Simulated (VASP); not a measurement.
Write the native input for VASP 6.6.1 that does the following.

| Item | Value |
| --- | --- |
| Task | single point |
| Functional | r2SCAN |
| Potentials or basis | VASP PAW PBE potentials, release 64 (Ti_sv) |
| Cutoff | 520 eV |
| k mesh | 18 × 18 × 10 |
| Occupations | gaussian, width 0.1 eV |
| Spin | no spin polarisation |
| Dipole correction | no |
| Further INCAR settings | ALGO = Normal; EDIFF = 1e-07; NBANDS = 19 |

Crystal: Ti.

```
Ti
1.0
     2.93519    0.00000    0.00000
    -1.46759    2.54195    0.00000
     0.00000    0.00000    4.63805
Ti
2
Direct
  0.33333 0.66667 0.25000
  0.66667 0.33333 0.75000
```

One way to write it, as run:

POSCAR

```
Ti
1.0
    2.9351862900      0.0000000000      0.0000000000
   -1.4675931450      2.5419458919      0.0000000000
    0.0000000000      0.0000000000      4.6380486555
Ti
2
Direct
    0.3333333333      0.6666666667      0.2500000000
    0.6666666667      0.3333333333      0.7500000000
```

INCAR.step1

```
SYSTEM = Ti
  PREC = Accurate
  ENCUT = 520
  ISMEAR = 0
  SIGMA = 0.1
  LREAL = .FALSE.
  LASPH = .TRUE.
  NELM = 60
  NBANDS = 19
  GGA = PE
  ALGO = Normal
  EDIFF = 1E-4
  LWAVE = .TRUE.
  LCHARG = .FALSE.
```

INCAR.step2

```
SYSTEM = Ti
  PREC = Accurate
  ENCUT = 520
  EDIFF = 1E-7
  ISMEAR = 0
  SIGMA = 0.1
  LREAL = .FALSE.
  LASPH = .TRUE.
  NELM = 60
  ALGO = Normal
  ISIF = 2
  LWAVE = .FALSE.
  LCHARG = .TRUE.
  METAGGA = R2SCAN
  LMIXTAU = .TRUE.
  LELF = .TRUE.
  LVHAR = .TRUE.
  NBANDS = 19
  ISTART = 1
```

KPOINTS

```
regular mesh
0
G
  18 18 10
  0 0 0
```

Potentials or basis: VASP PAW PBE potentials, release 64 (Ti_sv).

The run is started by

```sh
$ cat potpaw_PBE.64/Ti_sv/POTCAR > POTCAR
$ cp INCAR.step1 INCAR
$ mpirun -np 1 vasp_std > vasp.out
$ cp INCAR.step2 INCAR
$ mpirun -np 1 vasp_std > vasp.out
```

It gave:

The pressure is 0.4 GPa and the band gap on the k mesh is zero (bands 12 and 13 overlap by 1.24 eV).

Caveat: the PAW data sets were made with another functional, which shifts forces and pressure a little.

It took 9.7 min on 1 thread of Intel Xeon 8259CL (shared host), peak memory 0.25 GiB.
